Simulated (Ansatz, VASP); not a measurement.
SiC: VASP beside Ansatz

```
Si C
1.0
     3.07600    0.00000    0.00000
    -1.53800    2.66389    0.00000
     0.00000    0.00000    5.04800
Si C
2 2
Direct
  0.37556 0.75113 0.00000
  0.62444 0.24887 0.50000
  0.29534 0.59067 0.38500
  0.70466 0.40933 0.88500
```

Change from the starting cell: mode 4 (274.0 1/cm) frozen in, largest displacement +0.225 Å.

Alike in both runs: task single point; functional r2SCAN; k mesh 12 × 12 × 6; occupations gaussian, width 0.05 eV; no spin polarisation.

|  | VASP | Ansatz |
| --- | --- | --- |
| version | VASP 6.6.1 | Ansatz 0.2.0 |
| potentials or method | VASP PAW PBE potentials, release 64 (Si, C), cutoff 520 eV | scalar-relativistic, plane waves, PAW |
| valence electrons in the cell | 16 | 16 |

|  | VASP | Ansatz | Ansatz less VASP |
| --- | --- | --- | --- |
| gap on the k mesh at the Fermi level (eV) | 2.03 | 2.02 | -0.005 |
| least direct gap on the mesh (eV) | 4.26 | 4.25 | -0.011 |
| pressure (GPa) | -0.7 | -0.5 | +0.16 |
| traceless stress, the component that is largest in VASP (GPa) | 4.85 | 4.81 | -0.038 |
| rms of the force components (eV/Å) | 0.902 | 0.902 | -0.0006 |

VASP's potentials were made for PBE, not for r2SCAN. Atom by atom the forces differ by 0.004 eV/Å (rms over components).
